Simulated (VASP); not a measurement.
# Li (Im-3m) in VASP: a series of runs

The runs below take Li through single point, relaxation of volume and atoms at fixed shape, with PBEsol.

Program: VASP 6.6.1. These are calculated values, not measurements. Logs are shortened: lines on timing, memory, paths and dates and some standing lists are left out, and cuts for length are marked.

### Step 1. The cell of the first run

Symmetry: Im-3m, No. 229, cubic system. Conventional cell: a = 3.434 Å, b = 3.434 Å, c = 3.434 Å, α = 90.00°, β = 90.00°, γ = 90.00°. Li (site symmetry m-3m) has 14 Li at 2.97 to 3.43 Å within 3.9 Å.

### Step 2. Single point, PBEsol

The input, INCAR:

```
SYSTEM = Li
  PREC = Accurate
  ENCUT = 520
  EDIFF = 1E-6
  ISMEAR = 1
  SIGMA = 0.1
  LREAL = .FALSE.
  LASPH = .TRUE.
  NELM = 100
  ALGO = Normal
  ISIF = 2
  LWAVE = .FALSE.
  LCHARG = .TRUE.
  GGA = PS
  LELF = .TRUE.
  LVHAR = .TRUE.
  NBANDS = 8
```

The input, KPOINTS:

```
Automatic mesh
0
G
  10 10 10
  0 0 0
```

The input, POSCAR:

```
Li
1.0
   -1.7169671789      1.7169671789      1.7169671789
    1.7169671789     -1.7169671789      1.7169671789
    1.7169671789      1.7169671789     -1.7169671789
Li
1
Direct
    0.0000000000      0.0000000000      0.0000000000
```

Potentials or basis: VASP PAW PBE potentials, release 64 (Li_sv).

Started as:

```
$ cat potpaw_PBE.64/Li_sv/POTCAR > POTCAR
$ mpirun -np 1 vasp_std > vasp.out
```

OUTCAR:

```text
SYSTEM = Li
   PREC = Accurate
   ENCUT = 520
   EDIFF = 1E-6
   ISMEAR = 1
   LREAL = .FALSE.
   LASPH = .TRUE.
   NELM = 100
   ISIF = 2
   GGA = PS

 ion  position               nearest neighbor table
   1  0.000  0.000  0.000-

  LATTYP: Found a body centered cubic cell.
 ALAT       =     3.4339343578

  Lattice vectors:

 A1 = (  -1.7169671789,   1.7169671789,   1.7169671789)
 A2 = (   1.7169671789,  -1.7169671789,   1.7169671789)
 A3 = (   1.7169671789,   1.7169671789,  -1.7169671789)

Analysis of symmetry for initial positions (statically):
=====================================================================
 Subroutine PRICEL returns:
 Original cell was already a primitive cell.

 Routine SETGRP: Setting up the symmetry group for a
 body centered cubic supercell.

 Subroutine GETGRP returns: Found 48 space group operations
 (whereof 48 operations were pure point group operations)
 out of a pool of 48 trial point group operations.

The static configuration has the point symmetry O_h .

Analysis of symmetry for dynamics (positions and initial velocities):
=====================================================================
 Subroutine PRICEL returns:
 Original cell was already a primitive cell.

 Routine SETGRP: Setting up the symmetry group for a
 body centered cubic supercell.

 Subroutine GETGRP returns: Found 48 space group operations
 (whereof 48 operations were pure point group operations)
 out of a pool of 48 trial point group operations.

The dynamic configuration has the point symmetry O_h .

 Subroutine INISYM returns: Found 48 space group operations
 (whereof 48 operations are pure point group operations),
 and found     1 'primitive' translations

----------------------------------------------------------------------------------------

                                     Primitive cell

  volume of cell :      20.2463

  direct lattice vectors                    reciprocal lattice vectors
    -1.716967179  1.716967179  1.716967179     0.000000000  0.291211158  0.291211158
     1.716967179 -1.716967179  1.716967179     0.291211158  0.000000000  0.291211158
     1.716967179  1.716967179 -1.716967179     0.291211158  0.291211158  0.000000000

  length of vectors
     2.973874389  2.973874389  2.973874389     0.411834769  0.411834769  0.411834769

  position of ions in fractional coordinates (direct lattice)
     0.000000000  0.000000000  0.000000000

  ion indices of the primitive-cell ions
   primitive index   ion index
                 1           1

----------------------------------------------------------------------------------------

 KPOINTS: Automatic mesh

Automatic generation of k-mesh.
 Grid dimensions read from file:
 generate k-points for:   10   10   10

 Generating k-lattice:

  Cartesian coordinates                     Fractional coordinates (reciprocal lattice)
     0.000000000  0.029121116  0.029121116     0.100000000  0.000000000  0.000000000
     0.029121116  0.000000000  0.029121116     0.000000000  0.100000000  0.000000000
     0.029121116  0.029121116  0.000000000     0.000000000  0.000000000  0.100000000

  Length of vectors
     0.041183477  0.041183477  0.041183477

  Shift w.r.t. Gamma in fractional coordinates (k-lattice)
     0.000000000  0.000000000  0.000000000

 Subroutine IBZKPT returns following result:
 ===========================================

 Found     47 irreducible k-points:

 Following reciprocal coordinates:
            Coordinates               Weight
  0.000000  0.000000  0.000000      1.000000
  0.100000  0.000000  0.000000     12.000000
  0.200000  0.000000  0.000000     12.000000
  0.300000  0.000000  0.000000     12.000000
  0.400000  0.000000  0.000000     12.000000
  0.500000  0.000000  0.000000      6.000000
[... 16 lines left out ...]
  0.300000  0.300000  0.100000      8.000000
 -0.300000  0.300000  0.100000     24.000000
 [... further k-points ...]
   k-points           NKPTS =     47   k-points in BZ     NKDIM =     47   number of bands    NBANDS=      8
   number of dos      NEDOS =    301   number of ions     NIONS =      1
   total plane-waves  NPLWV =  13824
   dimension x,y,z NGX =    24 NGY =   24 NGZ =   24
   dimension x,y,z NGXF=    48 NGYF=   48 NGZF=   48
   ions per type =               1
   NGX,Y,Z   is equivalent  to a cutoff of  13.42, 13.42, 13.42 a.u.
   NGXF,Y,Z  is equivalent  to a cutoff of  26.83, 26.83, 26.83 a.u.
 SYSTEM =  Li
   PREC   = accura    normal or accurate (medium, high low for compatibility)
   ISTART =      0    job   : 0-new  1-cont  2-samecut
   ICHARG =      2    charge: 1-file 2-atom 10-const
   ISPIN  =      1    spin polarized calculation?
   LNONCOLLINEAR =      F non collinear calculations
   LSORBIT =      F    spin-orbit coupling
   LASPH  =      T    aspherical Exc in radial PAW
   ENCUT  =  520.0 eV  38.22 Ry    6.18 a.u.   5.53  5.53  5.53*2*pi/ulx,y,z
   NELM   =    100;   NELMIN=  2; NELMDL= -5     # of ELM steps
   EDIFF  = 0.1E-05   stopping-criterion for ELM
   LREAL  =      F    real-space projection
   EDIFFG = 0.1E-04   stopping-criterion for IOM
   NSW    =      0    number of steps for IOM
   IBRION =     -1    ionic relax: 0-MD 1-quasi-New 2-CG
   NFREE  =      0    steps in history (QN), initial steepest desc. (CG)
   ISIF   =      2    stress and relaxation
   ISYM   =      2    0-nonsym 1-usesym 2-fastsym
   POTIM  = 0.5000    time-step for ionic-motion
   TEBEG  =    0.0;   TEEND  =   0.0 temperature during run
   PSTRESS=    0.0 pullay stress
   NELECT =       3.0000    total number of electrons
   NUPDOWN=      -1.0000    fix difference up-down
   EMIN   =  10.00;   EMAX   =-10.00  energy-range for DOS
   EFERMI =   0.00;   METHOD = LEGACY
   ISMEAR =     1;   SIGMA  =   0.10  broadening in eV -4-tet -1-fermi 0-gaus
   EFERMI_NEDOS =   21; number of points for ismear=-14 and -15
   IALGO  =     38    algorithm
   IMIX   =      4    mixing-type and parameters
     AMIX     =   0.40;   BMIX     =  1.00
     AMIX_MAG =   1.60;   BMIX_MAG =  1.00
  volume/ion in A,a.u.               =      20.25       136.63
  Fermi-wavevector in a.u.,A,eV,Ry     =   0.866297  1.637063 10.210761  0.750470
  Thomas-Fermi vector in A             =   1.984665
   LORBIT       =      0    0 simple, 1 ext, 2 COOP (PROOUT), +10 PAW based schemes
   GGA     = PS    functional components
   LHFCALC =     F    Hartree Fock is set to
   AEXX    =    0.0000 exact exchange contribution
   IVDW    =     0    specifies the selected vdW correction
   LEPSILON=     F    determine dielectric tensor
   LRPA    =     F    only Hartree local field effects (RPA)
 non-spin polarized calculation
 Methfessel and Paxton  Order N= 1 SIGMA  =   0.10
  energy-cutoff  :      520.00
  volume of cell :       20.25
 maximum number of plane-waves:       563
 NGX is ok and might be reduce to    24
   NGX = 11   NGY = 11   NGZ = 11

 number of electron       3.0000000 magnetization

 Free energy of the ion-electron system (eV)
  ---------------------------------------------------
  ext. energy  EPLUGINS =         0.00000000
  ---------------------------------------------------
  free energy    TOTEN  =        -1.95748755 eV

  energy without entropy =       -1.95744162  energy(sigma->0) =       -1.95747224

 E-fermi :   0.6706     XC(G=0):  -7.0205

 val. band max:        0.6245213634   @ k =   0.3000   0.2000   0.0000
 cond. band min:       0.7350791316   @ k =  -0.3000   0.4000   0.2000
 fundamental gap:      0.1105577682
 Fermi energy:         0.6706362454

 k-point     1 :       0.0000    0.0000    0.0000
  band No.  band energies     occupation
      1     -45.2803      2.00000
      2      -2.9262      2.00000
      3      15.2725      0.00000
      4      15.2725      0.00000
      5      15.2726      0.00000
      6      20.0015      0.00000
      7      20.0015      0.00000
      8      20.0015      0.00000

 k-point     2 :       0.1000    0.0000    0.0000
  band No.  band energies     occupation
      1     -45.2783      2.00000
      2      -2.7369      2.00000
      3      13.9749      0.00000
      4      14.4274      0.00000
      5      14.9437      0.00000
      6      18.1405      0.00000
      7      18.2789      0.00000
      8      19.9545      0.00000

 k-point     3 :       0.2000    0.0000    0.0000
  band No.  band energies     occupation
      1     -45.2731      2.00000
      2      -2.1693      2.00000
      3      10.9321      0.00000
      4      13.0580      0.00000
      5      14.1315      0.00000
      6      16.5337      0.00000
      7      17.4152      0.00000
      8      19.9630      0.00000

 k-point     4 :       0.3000    0.0000    0.0000
  band No.  band energies     occupation
      1     -45.2667      2.00000
      2      -1.2310      2.00000
      3       7.8305      0.00000
      4      11.9443      0.00000
      5      13.2794      0.00000
      6      15.2710      0.00000
      7      17.4202      0.00000
      8      20.8398      0.00000

 k-point     5 :       0.4000    0.0000    0.0000
  band No.  band energies     occupation
      1     -45.2616      2.00000
      2       0.0008      2.00000
      3       5.2350      0.00000
      4      11.2493      0.00000
      5      12.6929      0.00000
      6      14.5110      0.00000
      7      17.6608      0.00000
      8      22.2279      0.00000
[... 177 lines left out ...]
 k-point    22 :      -0.2000    0.2000    0.1000
  band No.  band energies     occupation
      1     -45.2715      2.00000
      2      -1.9757      2.00000
      3      10.9426      0.00000
      4      11.9893      0.00000
      5      13.9746      0.00000
      6      15.5572      0.00000
      7      18.0603      0.00000
      8      19.7325      0.00000

 k-point    23 :       0.3000    0.3000    0.1000
  band No.  band energies     occupation
      1     -45.2579      2.00000
      2       3.1339      0.00000
      3       3.1339      0.00000
      4       6.1854      0.00000
      5       9.7639      0.00000
      6      21.7020      0.00000
      7      22.8621      0.00000
      8      22.8621      0.00000

 k-point    24 :      -0.3000    0.3000    0.1000
  band No.  band energies     occupation
      1     -45.2651      2.00000
      2      -1.0298      2.00000
      3       7.9294      0.00000
      4      10.8350      0.00000
      5      13.2142      0.00000
      6      15.9036      0.00000
      7      16.8699      0.00000
      8      20.5876      0.00000

 [... further k-points ...]
[... 5 lines left out ...]
  --------------------------------------------------------------------------------------
  -------------------------------------------------------------------------------------
  Total       -0.0069233     -0.0069233     -0.0069233      0.0000000     -0.0000000      0.0000000
  in kB       -0.5478695     -0.5478695     -0.5478695      0.0000000     -0.0000000      0.0000000
  external PRESSURE =      -0.5478695 kB  Pullay stress =       0.0000000 kB

 VOLUME and BASIS-vectors are now :
 -----------------------------------------------------------------------------
  energy-cutoff  :      520.00
  volume of cell :       20.25
      direct lattice vectors                 reciprocal lattice vectors
    -1.716967179  1.716967179  1.716967179     0.000000000  0.291211158  0.291211158
     1.716967179 -1.716967179  1.716967179     0.291211158  0.000000000  0.291211158
     1.716967179  1.716967179 -1.716967179     0.291211158  0.291211158  0.000000000

 POSITION                                       TOTAL-FORCE (eV/Angst)
 -----------------------------------------------------------------------------------
      0.00000      0.00000      0.00000        -0.000000      0.000000      0.000000
 -----------------------------------------------------------------------------------
    total drift:                               -0.000000      0.000000     -0.000000

  FREE ENERGIE OF THE ION-ELECTRON SYSTEM (eV)
  ---------------------------------------------------
  free  energy   TOTEN  =        -1.9574875531 eV

  energy  without entropy=       -1.9574416174  energy(sigma->0) =       -1.95747224
```

Run time: 5.7 s. Hardware: 1 thread of Intel Xeon 8259CL, shared host; peak memory 0.13 GiB.

What came out:

* Free energy: -1.9575 eV
* Band gap on the k mesh: zero (an odd number of electrons rules out a gap without spin polarisation)

Levels at points of the mesh, in eV from the Fermi level:
| k point | band 1 | band 2 | band 3 | band 4 |
| --- | --- | --- | --- | --- |
| (0.00, 0.00, 0.00) | -45.95 | -3.60 | 14.60 | 14.60 |
| (0.50, 0.00, 0.00) | -45.93 | 0.20 | 3.23 | 10.34 |
| (0.50, 0.50, 0.50) | -45.92 | 5.49 | 5.49 | 5.49 |

Caveat: the cutoff is under 1.25 times the usual one of these potentials, so pressure, stress and relaxed cells hold a basis-set (Pulay) error; the PAW data sets were made with another functional, which shifts forces and pressure a little.

### Step 3. Relaxation of volume and atoms at fixed shape, PBEsol

This run uses another cell than the first one, of 21.61 Å³/atom.

The input, INCAR:

```
PREC = Accurate ; ENCUT = 600
EDIFF = 1E-6 ; ISMEAR = 1
SIGMA = 0.1 ; LREAL = F
LASPH = T ; NELM = 100
ALGO = Normal ; ISIF = 8
LWAVE = F ; LCHARG = F
GGA = PS ; IBRION = 2
NSW = 80 ; EDIFFG = -0.03
```

The input, KPOINTS:

```
Automatic mesh
0
Gamma
  10 10 10
```

The input, POSCAR:

```
Li
1.0
   -1.7546500000      1.7546500000      1.7546500000
    1.7546500000     -1.7546500000      1.7546500000
    1.7546500000      1.7546500000     -1.7546500000
Li
1
Direct
    0.0000000000      0.0000000000      0.0000000000
```

Potentials or basis: VASP PAW PBE potentials, release 64 (Li_sv).

Started as:

```
$ cat potpaw_PBE.64/Li_sv/POTCAR > POTCAR
$ mpirun -np 1 vasp_std > vasp.out
```

Wall time 8.1 s (1 thread of Intel Xeon 8259CL, shared host); peak memory 0.13 GiB.

The run converged. Its results:

```yaml
Free_energy: -1.9595 eV
Relaxed_volume: 20.22 Å³/atom
Relaxed_cell: a = 2.973 Å, b = 2.973 Å, c = 2.973 Å, α = 109.47°, β = 109.47°, γ = 109.47°
Space_group_after_relaxing_to_0.1_Å: Im-3m (No. 229)
Energy_gained_by_relaxing: 4.4 meV/atom
Ionic_steps: 3
Pressure_after_relaxing: -0.1 GPa
Band_gap_on_the_k_mesh: zero (an odd number of electrons rules out a gap without spin polarisation)
```

The path:
```csv
step,energy change (eV),largest force (eV/Å),pressure (GPa),volume (Å³)
1,0.0000,0.0000,-0.88,21.61
2,-0.0018,0.0000,-0.69,21.24
3,-0.0044,0.0000,-0.10,20.22
```

Final structure:
```xyz
1
Lattice="-1.7162 1.7162 1.7162 1.7162 -1.7162 1.7162 1.7162 1.7162 -1.7162" Properties=species:S:1:pos:R:3 pbc="T T T"
Li    0.0000    0.0000    0.0000
```

Levels at points of the mesh, in eV from the Fermi level:
| k point | band 1 | band 2 | band 3 | band 4 | band 5 |
| --- | --- | --- | --- | --- | --- |
| (0.00, 0.00, 0.00) | -45.94 | -3.60 | 14.62 | 14.62 | 14.62 |
| (0.50, 0.00, 0.00) | -45.92 | 0.20 | 3.23 | 10.35 | 11.83 |
| (0.50, 0.50, 0.50) | -45.91 | 5.49 | 5.49 | 5.49 | 7.74 |

Caveat: the cutoff is under 1.25 times the usual one of these potentials, so pressure, stress and relaxed cells hold a basis-set (Pulay) error; the PAW data sets were made with another functional, which shifts forces and pressure a little.

The gap in the log of VASP goes by the Fermi energy; the results here count the filled bands.